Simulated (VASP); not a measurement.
Wanted: the native input for a VASP 6.6.1 run.

| Property | Result |
| --- | --- |
| Task | single point |
| Functional | PBE |
| Potentials or basis | VASP PAW PBE potentials, release 64 (Ti_sv, O) |
| Cutoff | 520 eV |
| k mesh | 6 × 6 × 10 |
| Occupations | gaussian, width 0.02 eV |
| Spin | no spin polarisation |
| Dipole correction | no |
| Further INCAR settings | ALGO = Normal; EDIFF = 1e-06; NBANDS = 33 |

The structure of TiO2 lies in POSCAR:

```
TiO2
1.0
    4.6433174629      0.0000000000      0.0000000000
    0.0000000000      4.6433174629      0.0000000000
    0.0000000000      0.0000000000      2.9638682771
Ti O
2 4
Direct
    0.5000000000      0.5000000000      0.0000000000
    0.0000000000      0.0000000000      0.5000000000
    0.6948714801      0.6948714801      0.5000000000
    0.8051285199      0.1948714801      0.0000000000
    0.1948714801      0.8051285199      0.0000000000
    0.3051285199      0.3051285199      0.5000000000
```

The input as run:

INCAR

```
PREC = Accurate
ENCUT = 520
EDIFF = 1E-6
ISMEAR = 0
SIGMA = 0.02
LREAL = False
LASPH = True
NELM = 100
ALGO = Normal
ISIF = 2
LWAVE = False
LCHARG = True
GGA = PE
LELF = True
LVHAR = True
NBANDS = 33
```

KPOINTS

```
regular mesh
0
Gamma
  6 6 10
```

Potentials or basis: VASP PAW PBE potentials, release 64 (Ti_sv, O).

The run is started by

```bash
$ cat potpaw_PBE.64/Ti_sv/POTCAR potpaw_PBE.64/O/POTCAR > POTCAR
$ mpirun -np 1 vasp_std > vasp.out
```

It gave:

The pressure is 0.7 GPa, the largest force is 0.029 eV/Å and the band gap on the k mesh is 1.84 eV, direct.

It took 100 s on 1 thread of Intel(R) Xeon(R) Platinum 8259CL CPU @ 2.50GHz (Skylake/Cascade Lake), on a shared host, peak memory 0.23 GiB.
